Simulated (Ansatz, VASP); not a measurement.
**One calculation of Na4AlO, two programs**

The input INCAR:

```
PREC = Accurate ; ENCUT = 600
EDIFF = 1E-7 ; ISMEAR = 0
SIGMA = 0.1 ; LREAL = F
LASPH = T ; NELM = 100
ALGO = Fast ; ISIF = 3
LWAVE = F ; LCHARG = F
GGA = PE ; IBRION = 2
NSW = 100 ; EDIFFG = -0.01
```

File KPOINTS:

```
regular mesh
0
Gamma
  12 12 4
```

File POSCAR:

```
Na4AlO
1.0
    3.5655953319      0.0000000000      0.0000000000
   -1.7827976660      3.0878961371      0.0000000000
    0.0000000000      0.0000000000     13.3164314917
Na Al O
4 1 1
Direct
    0.6666666667      0.3333333333      0.9283685660
    0.3333333333      0.6666666667      0.0716314340
    0.3333333333      0.6666666667      0.6870700381
    0.6666666667      0.3333333333      0.3129299619
    0.0000000000      0.0000000000      0.5000000000
    0.0000000000      0.0000000000      0.0000000000
```

Input for Ansatz:

```yaml
crystal:
  lattice:
    - [3.5655953319, 0.0, 0.0]
    - [-1.782797666, 3.0878961371, 0.0]
    - [0.0, 0.0, 13.3164314917]
  atoms:
    - { symbol: Na, position: [0.6666666667, 0.3333333333, 0.928368566] }
    - { symbol: Na, position: [0.3333333333, 0.6666666667, 0.071631434] }
    - { symbol: Na, position: [0.3333333333, 0.6666666667, 0.6870700381] }
    - { symbol: Na, position: [0.6666666667, 0.3333333333, 0.3129299619] }
    - { symbol: Al, position: [0.0, 0.0, 0.5] }
    - { symbol: O, position: [0.0, 0.0, 0.0] }
basis:
  ecutwfc: 420
kpoints:
  mp_grid: { grid: [12, 12, 4] }
hamiltonian:
  xc: pbe
scf:
  occupations: { method: gaussian, width: 0.1 }
output:
  forces: true
  stress: true
  eigenvalues: true
  write_density: true
  write_potential: true
  elf: true
  volumetric_format: npy
relax:
  adjacent_minimum: "off"
  f_tol: 0.01
  max_steps: 80
  cell: { stress_tol: 0.05 }
```

Alike in both runs: task relaxation of cell and atoms; functional PBE; k mesh 12 × 12 × 4; occupations gaussian, width 0.1 eV; no spin polarisation.

```csv
,VASP,Ansatz
version,VASP 6.6.1,Ansatz 0.2.0
potentials or method,"VASP PAW PBE potentials, release 64 (Na_pv, Al, O), cutoff 600 eV","scalar-relativistic, plane waves, PAW"
valence electrons in the cell,37,45
```

Ansatz gave:

```
gap on the k mesh at the Fermi level, each at its own relaxed structure (eV) : none
relaxed volume (Å³/atom)                                                     : 25.22
relaxed length of the cell vector where the two differ most in proportion (Å)              : 13.661
```

Task: Estimate VASP's values.

Result: gap on the k mesh at the Fermi level, each at its own relaxed structure (eV): none; relaxed volume (Å³/atom): 25.32; relaxed length of the cell vector where the two differ most in proportion (Å): 13.720.

A gap of «none» marks a metal or a gap that the smearing closes. VASP's potentials hold 37 valence electrons a cell and Ansatz's 45, so a difference there can come from the potentials and not from the codes.
